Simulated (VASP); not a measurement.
Input of a VASP 6.6.1 run:

The input POSCAR:

```
GaAs
1.0
    0.0000000000      2.8330831910      2.8330831910
    2.8330831910      0.0000000000      2.8330831910
    2.8330831910      2.8330831910      0.0000000000
Ga As
1 1
Direct
    0.0000000000      0.0000000000      0.0000000000
    0.2500000000      0.2500000000      0.2500000000
```

The input INCAR.step1:

```
PREC = Accurate ; ENCUT = 520
EDIFF = 1E-5 ; ISMEAR = 0
SIGMA = 0.01 ; LREAL = F
LASPH = T ; NELM = 80
ALGO = Normal ; ISIF = 2
LWAVE = T ; LCHARG = F
NBANDS = 16 ; GGA = PE
```

INCAR.step2

```
PREC = Accurate ; ENCUT = 520
EDIFF = 1E-6 ; ISMEAR = 0
SIGMA = 0.01 ; LREAL = F
LASPH = T ; NELM = 80
ALGO = Normal ; ISIF = 2
LWAVE = F ; LCHARG = F
GGA = PE ; LHFCALC = T
AEXX = 0.35 ; PRECFOCK = Normal
NBANDS = 16 ; ISTART = 1
```

Contents of KPOINTS:

```
regular mesh
0
Gamma
  4 4 4
```

Potentials or basis: VASP PAW PBE potentials, release 64 (Ga_d, As).

Command:

```bash
$ cat potpaw_PBE.64/Ga_d/POTCAR potpaw_PBE.64/As/POTCAR > POTCAR
$ cp INCAR.step1 INCAR
$ mpirun -np 1 vasp_std > vasp.out
$ cp INCAR.step2 INCAR
$ mpirun -np 1 vasp_std > vasp.out
```

(1) Predict the pressure.

(2) What does it give for the band gap on the k mesh?

## Answers

(1) -0.5 GPa.

(2) 2.83 eV.

Caveat: the k points lie up to 0.48 Å⁻¹ apart; the PAW data sets were made with another functional, which shifts forces and pressure a little.
